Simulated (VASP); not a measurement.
A run of VASP 6.6.1:

The input INCAR:

```
PREC     = Accurate       # precision mode
ENCUT    = 600            # plane-wave cutoff, eV
EDIFF    = 1E-6           # SCF threshold, eV
ISMEAR   = -1             # smearing method
SIGMA    = 0.05           # smearing width, eV
LREAL    = False          # projectors in reciprocal space
LASPH    = True           # aspherical terms in the spheres
NELM     = 60             # most SCF steps
ALGO     = Normal         # electronic algorithm
ISIF     = 3              # what is computed and relaxed
LWAVE    = False          # write WAVECAR
LCHARG   = False          # write CHGCAR
GGA      = PS             # functional
IBRION   = 2              # ionic algorithm
NSW      = 60             # ionic steps
EDIFFG   = -0.005         # ionic threshold
PSTRESS  = 690.0
```

The input KPOINTS:

```
regular mesh
0
Gamma
  19 19 19
```

POSCAR

```
Si
1.0
   -1.3509392960      1.3509392960      1.3509392960
    1.3509392960     -1.3509392960      1.3509392960
    1.3509392960      1.3509392960     -1.3509392960
Si
1
Direct
    0.0000000000      0.0000000000      0.0000000000
```

Potentials or basis: VASP PAW PBE potentials, release 64 (Si).

Run with:

```sh
$ cat potpaw_PBE.64/Si/POTCAR > POTCAR
$ mpirun -np 1 vasp_std > vasp.out
```

Hardware: 1 thread of Intel(R) Xeon(R) Platinum 8259CL CPU @ 2.50GHz (Skylake/Cascade Lake), on a shared host.

Task: How long does it take, and how much memory?

Result: It took 39 s on 1 thread of Intel(R) Xeon(R) Platinum 8259CL CPU @ 2.50GHz (Skylake/Cascade Lake) (shared host), peak memory 0.13 GiB. Counts: scf iterations 21, k points 220, ion steps 4.
